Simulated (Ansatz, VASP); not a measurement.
Two plane-wave programs on GeW

```
Ge W
1.0
     3.17441    0.00000    0.00000
    -1.58721    2.74912    0.00000
     0.00000    0.00000    7.36155
Ge W
2 2
Cartesian
  0.0000 1.8327 1.8404
  1.5872 0.9164 5.5212
  0.0000 0.0000 0.0000
  0.0000 0.0000 3.6808
```

Change from the starting cell: species swapped into the TeRh type (P6_3/mmc, No. 194).

Alike in both runs: functional PBE; k mesh 6 × 6 × 4; occupations gaussian, width 0.1 eV; no spin polarisation.

Ansatz relaxed the structure, and its values are those at the end. VASP's run is a single point on that final structure, the one shown.

```csv
,VASP,Ansatz
version,VASP 6.6.1,Ansatz 0.2.0
potentials or method,"VASP PAW PBE potentials, release 64 (Ge_d, W_sv), cutoff 520 eV","scalar-relativistic, plane waves, PAW"
valence electrons in the cell,56,56
```

VASP gave:

* gap on the k mesh at the Fermi level (eV): none
* pressure (GPa): 0.2

Question: Which values does Ansatz return?

Answer: gap on the k mesh at the Fermi level (eV): none; pressure (GPa): -0.2.

A gap of «none» marks a metal or a gap that the smearing closes.

The k mesh is coarse, so the values compare programs but aren't converged. Spin-orbit coupling is off throughout.
